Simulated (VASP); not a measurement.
Here is a VASP 6.6.1 calculation.

File INCAR:

```
SYSTEM = NbTe
ALGO = Normal ; EDIFF = 1E-6
EDIFFG = -0.005 ; ENCUT = 600
IBRION = 2 ; ISIF = 3
ISMEAR = -1 ; LASPH = .TRUE.
LCHARG = .FALSE. ; LREAL = .FALSE.
LWAVE = .FALSE. ; NELM = 80
NSW = 60 ; PREC = Accurate
SIGMA = 0.1
```

KPOINTS

```
k-points
0
G
  12 12 12
  0 0 0
```

File POSCAR:

```
NbTe
1.0
    0.0000000000      3.1072325060      3.1072325060
    3.1072325060      0.0000000000      3.1072325060
    3.1072325060      3.1072325060      0.0000000000
Nb Te
1 1
Direct
    0.0000000000      0.0000000000      0.0000000000
    0.2500000000      0.2500000000      0.2500000000
```

Potentials or basis: VASP PAW LDA potentials, release 64 (Nb_sv, Te).

Run with:

```sh
$ cat potpaw_LDA.64/Nb_sv/POTCAR potpaw_LDA.64/Te/POTCAR > POTCAR
$ mpirun -np 1 vasp_std > vasp.out
```

Q: Predict the relaxed volume.

A: 29.24 Å³/atom.

Q: Predict the relaxed cell.

A: a = 4.357 Å, b = 4.357 Å, c = 4.357 Å, α = 60.00°, β = 60.00°, γ = 60.00°.

Q: Estimate the space group after relaxing (to 0.05 Å).

A: F-43m (No. 216).

Final structure:
```
Nb Te
1.0
     0.00000    3.08080    3.08080
     3.08080    0.00000    3.08080
     3.08080    3.08080    0.00000
Nb Te
1 1
Direct
  0.00000 0.00000 0.00000
  0.25000 0.25000 0.25000
```
